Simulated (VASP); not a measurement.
Runs of VASP 6.6.1 on As. The structure is that of space group R-3m (No. 166), or close to it. The cells are those of the table. 

```tsv
task	cell	gap on the mesh (eV)	pressure (GPa)	largest force (eV/Å)
electric field gradients	a = 4.134 Å, angles 54.5°, 2 atoms	none	(c)	(a)
electric field gradients	a = 4.160 Å, angles 54.5°, 2 atoms	none	-3.9	(b)
electric field gradients	a = 4.136 Å, angles 54.1°, 2 atoms	none	-1.7	0.04
electric field gradients	a = 4.093 Å, angles 54.5°, 2 atoms	none	-0.3	0.21
single point	a = 4.076, b = 4.118, c = 4.125 Å, angles 54.5, 54.3, 54.6°, 2 atoms	none	-1.1	0.16
single point	a = 4.095 Å, angles 54.1°, 2 atoms	none	0.7	0.25
single point	a = 4.084 Å, angles 53.6°, 2 atoms	none	2.6	0.39
single point	a = 4.079 Å, angles 54.5°, 2 atoms	none	0.5	0.28
single point	a = 4.093 Å, angles 54.5°, 2 atoms	none	-0.3	0.21
electric field gradients	a = 4.120 Å, angles 54.5°, 2 atoms	none	-1.9	0.07
single point	a = 4.022 Å, angles 54.5°, 2 atoms	none	4.4	0.59
```

Alike in all rows: level LDA; potentials or basis VASP PAW LDA potentials, release 64 (As); no spin polarisation; k mesh 13 × 13 × 13; cutoff (eV) 520; smearing fermi-dirac 0.05 eV.

**Question.** Fill in the values left out.

**Answer.** (a) 0.01; (b) 0.11; (c) -2.6.

A k mesh can miss the band edges, and the runs leave out spin-orbit coupling on As.

A gap of «none» marks levels without a gap at the run's occupations.
